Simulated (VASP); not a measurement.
Crystal: Si.

```
Si
1.0
     0.00000    2.71356    2.71356
     2.71356    0.00000    2.71356
     2.71356    2.71356    0.00000
Si
2
Cartesian
  4.0703 4.0703 4.0703
  2.7136 2.7136 2.7136
```

```yaml
Program: VASP 6.6.1
Task: relaxation of cell and atoms
Functional: PBE
Potentials_or_basis: VASP PAW PBE potentials, release 64 (Si)
Cutoff: 600 eV
k_mesh: 7 × 7 × 7
Occupations: methfessel-paxton, width 0.02 eV
Spin: no spin polarisation
```

At the start: pressure 2.2 GPa; volume 19.98 Å³/atom.

Problem. How do energy, volume and symmetry change on relaxing?

Solution. Over 3 steps the energy falls by 3.1 meV/atom and the volume is 20.45 Å³/atom (+2.3 %); space group Fd-3m (No. 227, to 0.1 Å) before and after.

Step by step:
| step | energy change (eV) | largest force (eV/Å) | pressure (GPa) | volume (Å³) |
| --- | --- | --- | --- | --- |
| 1 | 0.0000 | 0.0000 | 2.17 | 39.96 |
| 2 | -0.0034 | 0.0000 | -1.36 | 41.55 |
| 3 | -0.0062 | 0.0000 | 0.00 | 40.89 |

Final structure:
```yaml
crystal:
  lattice:
    - [0.00000, 2.73451, 2.73451]
    - [2.73451, 0.00000, 2.73451]
    - [2.73451, 2.73451, 0.00000]
  atoms:
    - { symbol: Si, position: [0.75000, 0.75000, 0.75000] }
    - { symbol: Si, position: [0.50000, 0.50000, 0.50000] }
```
